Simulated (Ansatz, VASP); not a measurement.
# Two plane-wave programs on Ir

```
Ir
1.0
     0.00000    2.16688    1.59114
     2.16688    0.00000    1.59114
     2.16688    2.16688    0.00000
Ir
1
Direct
  0.00000 0.00000 0.00000
```

Alike in both runs: task single point; functional LDA; k mesh 22 × 22 × 22; occupations gaussian, width 0.15 eV; no spin polarisation.

|  | VASP | Ansatz |
| --- | --- | --- |
| version | VASP 6.6.1 | Ansatz 0.2.0 |
| potentials or method | VASP PAW LDA potentials, release 64 (Ir_sv_GW), cutoff 500 eV | scalar-relativistic, plane waves, PAW |
| valence electrons in the cell | 17 | 17 |

|  | VASP | Ansatz | Ansatz less VASP |
| --- | --- | --- | --- |
| gap on the k mesh at the Fermi level (eV) | none | none | - |
| pressure (GPa) | -16.1 | -14.3 | +1.82 |
| traceless stress, the component that is largest in VASP (GPa) | 14.06 | 14.20 | +0.143 |

Ansatz warns that its potentials were made for another functional, while VASP's fit it. LDA's correlation is that of Perdew and Zunger in VASP and of Perdew and Wang (1992) in Ansatz. A gap of «none» marks a metal or a gap that the smearing closes.

Neither program's run includes spin-orbit coupling.
